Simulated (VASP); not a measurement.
A run of VASP 6.6.1:

Contents of INCAR:

```
SYSTEM = AlGa2As3
PREC = Accurate
ENCUT = 520
EDIFF = 1E-6
ISMEAR = 0
SIGMA = 0.1
LREAL = .False.
LASPH = .True.
NELM = 100
ALGO = Normal
ISIF = 2
LWAVE = .False.
LCHARG = .True.
GGA = PE
LELF = .True.
LVHAR = .True.
NBANDS = 31
```

The input KPOINTS:

```
Automatic mesh
0
Gamma
  6 6 6
  0 0 0
```

POSCAR

```
AlGa2As3
1.0
   -2.0296949000      2.0296949000      8.6074887000
    2.0296949000     -2.0296949000      8.6074887000
    2.0296949000      2.0296949000     -8.6074887000
Al Ga As
1 2 3
Direct
    0.0000000000      0.0000000000      0.0000000000
    0.6665590000      0.6665590000      0.0000000000
    0.3334410000      0.3334410000      0.0000000000
    0.2500000000      0.7500000000      0.5000000000
    0.9172480000      0.4172480000      0.5000000000
    0.5827520000      0.0827520000      0.5000000000
```

Potentials or basis: VASP PAW PBE potentials, release 64 (Al, Ga_d, As).

The run is started by

```bash
$ cat potpaw_PBE.64/Al/POTCAR potpaw_PBE.64/Ga_d/POTCAR potpaw_PBE.64/As/POTCAR > POTCAR
$ mpirun -np 1 vasp_std > vasp.out
```

Hardware: 1 thread of Intel(R) Xeon(R) 6975P-C (Granite Rapids), on a shared host.

How long does it take, and how much memory?

It took 4.2 min on 1 thread of Intel(R) Xeon(R) 6975P-C (Granite Rapids), with other jobs on the host, peak memory 0.72 GiB. Counts: scf iterations 14, k points 30.
